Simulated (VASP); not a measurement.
Write the native input for VASP 6.6.1 that does the following.

| Property | Result |
| --- | --- |
| Task | single point |
| Functional | PBE |
| Potentials or basis | VASP PAW PBE potentials, release 64 (Mo_sv, S) |
| Cutoff | 520 eV |
| k mesh | 12 × 12 × 12 |
| Occupations | gaussian, width 0.02 eV |
| Spin | no spin polarisation |
| Dipole correction | no |
| Further INCAR settings | ALGO = Normal; EDIFF = 1e-07; NBANDS = 20 |

The structure of MoS2 lies in POSCAR:

```
MoS2
1.0
    1.5925920617      0.9194834555      7.3767786533
   -1.5925920617      0.9194834555      7.3767786533
    0.0000000000     -1.8389669110      7.3767786533
Mo S
1 2
Direct
    0.0006775877      0.0006775877      0.0006775877
    0.4046242072      0.4046242072      0.4046242072
    0.2633982051      0.2633982051      0.2633982051
```

These files were run (other wordings do the same):

INCAR

```
ALGO = Normal
EDIFF = 1E-7
ENCUT = 520
GGA = PE
ISIF = 2
ISMEAR = 0
LASPH = T
LCHARG = T
LELF = T
LREAL = F
LVHAR = T
LWAVE = F
NBANDS = 20
NELM = 80
PREC = Accurate
SIGMA = 0.02
```

KPOINTS

```
k-points
0
Gamma
  12 12 12
```

Potentials or basis: VASP PAW PBE potentials, release 64 (Mo_sv, S).

The run is started by

```console
$ cat potpaw_PBE.64/Mo_sv/POTCAR potpaw_PBE.64/S/POTCAR > POTCAR
$ mpirun -np 1 vasp_std > vasp.out
```

It gave:

```json
{
 "Pressure": "-0.1 GPa",
 "Largest force": "0.015 eV/Å",
 "Band gap on the k mesh": "1.45 eV (least direct gap 1.68 eV)"
}
```

Run time: 10 min on 1 thread of Intel(R) Xeon(R) 6975P-C (Granite Rapids), on a shared host, peak memory 0.61 GiB.
